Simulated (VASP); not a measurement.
A run of VASP 6.6.1 is set up as follows.

File INCAR:

```
SYSTEM = ZnCd2Se3
PREC     = Accurate       ! precision mode
ENCUT    = 400            ! plane-wave cutoff, eV
EDIFF    = 1E-6           ! SCF threshold, eV
ISMEAR   = -1             ! smearing method
SIGMA    = 0.05           ! smearing width, eV
LREAL    = .FALSE.        ! projectors in reciprocal space
LASPH    = .TRUE.         ! aspherical terms in the spheres
NELM     = 120            ! most SCF steps
ALGO     = Normal         ! electronic algorithm
ISIF     = 2              ! what is computed and relaxed
LWAVE    = .FALSE.        ! write WAVECAR
LCHARG   = .FALSE.        ! write CHGCAR
GGA      = PS             ! functional
NBANDS   = 66             ! bands
GGA_COMPAT= .FALSE.
```

Contents of KPOINTS:

```
Automatic mesh
0
G
  6 6 1
  0 0 0
```

POSCAR

```
ZnCd2Se3
1.0
    2.8166860000      2.8166860000      0.0000000000
   -2.8166860000      2.8166860000      0.0000000000
    0.0000000000      0.0000000000     19.0054090363
Cd Zn Se
4 2 6
Direct
    0.0000000000      0.0000000000      0.0002330000
    0.0000000000      0.0000000000      0.3520780000
    0.5000000000      0.5000000000      0.1761330000
    0.5000000000      0.5000000000      0.5279810000
    0.0000000000      0.0000000000      0.6899460000
    0.5000000000      0.5000000000      0.8382540000
    0.5000000000      0.0000000000      0.0881740000
    0.5000000000      0.0000000000      0.4400630000
    0.5000000000      0.0000000000      0.7641130000
    0.0000000000      0.5000000000      0.2641210000
    0.0000000000      0.5000000000      0.6164020000
    0.0000000000      0.5000000000      0.9118290000
```

Potentials or basis: VASP PAW PBE potentials, release 64 (Cd, Zn, Se).

Command:

```sh
$ cat potpaw_PBE.64/Cd/POTCAR potpaw_PBE.64/Zn/POTCAR potpaw_PBE.64/Se/POTCAR > POTCAR
$ mpirun -np 1 vasp_std > vasp.out
```

(1) What does it give for the band gap on the k mesh?

(2) Predict the pressure.

(3) What does it give for the largest force?

## Answers

(1) 0.52 eV.

(2) 1.9 GPa.

(3) 0.023 eV/Å.

Caveat: semilocal functionals underestimate gaps, and a narrow one can read as zero; the PAW data sets were made with another functional, which shifts forces and pressure a little.
